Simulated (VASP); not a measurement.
Set up this calculation in VASP 6.6.1, as the native input.

| Item | Value |
| --- | --- |
| Task | single point |
| Functional | PBE |
| Potentials or basis | VASP PAW PBE potentials, release 64 (Te, Cd) |
| Cutoff | 520 eV |
| k mesh | 13 × 13 × 1 |
| Occupations | gaussian, width 0.05 eV |
| Spin | no spin polarisation |
| Dipole correction | yes |
| Further INCAR settings | ALGO = Fast; EDIFF = 1e-06; NBANDS = 46 |

The structure of CdTe lies in POSCAR:

```
CdTe
1.0
    4.5325544700      0.0000000000      0.0000000000
    0.0000000000      4.5325544700      0.0000000000
    0.0000000000      0.0000000000     29.2174999020
Te Cd
4 4
Direct
    0.0000000000      0.5000000000      0.3080345694
    0.5000000000      0.0000000000      0.4177290997
    0.0000000000      0.5000000000      0.5341710084
    0.5000000000      0.0000000000      0.6530694899
    0.5000000000      0.5000000000      0.3628818295
    0.0000000000      0.0000000000      0.4725763699
    0.5000000000      0.5000000000      0.5909988932
    0.0000000000      0.0000000000      0.7115843067
```

The input as run:

INCAR

```
ALGO = Fast
DIPOL = 0.5 0.5 0.506
EDIFF = 1E-6
ENCUT = 520
GGA = PE
IDIPOL = 3
ISIF = 2
ISMEAR = 0
LASPH = T
LCHARG = F
LDIPOL = T
LREAL = F
LWAVE = F
NBANDS = 46
NELM = 80
PREC = Accurate
SIGMA = 0.05
```

KPOINTS

```
k-points
0
Gamma
  13 13 1
```

Potentials or basis: VASP PAW PBE potentials, release 64 (Te, Cd).

Run with:

```bash
$ cat potpaw_PBE.64/Te/POTCAR potpaw_PBE.64/Cd/POTCAR > POTCAR
$ mpirun -np 1 vasp_std > vasp.out
```

It gave:

- Largest force: 0.503 eV/Å
- Band gap on the k mesh: zero (bands 36 and 37 overlap by 0.08 eV)

Caveat: spin-orbit coupling is left out, which moves the levels of the heavy elements.

Run time: 28 min on 1 thread of Oxide Virtual Turin-like Processor, with other jobs on the host, peak memory 1.3 GiB.
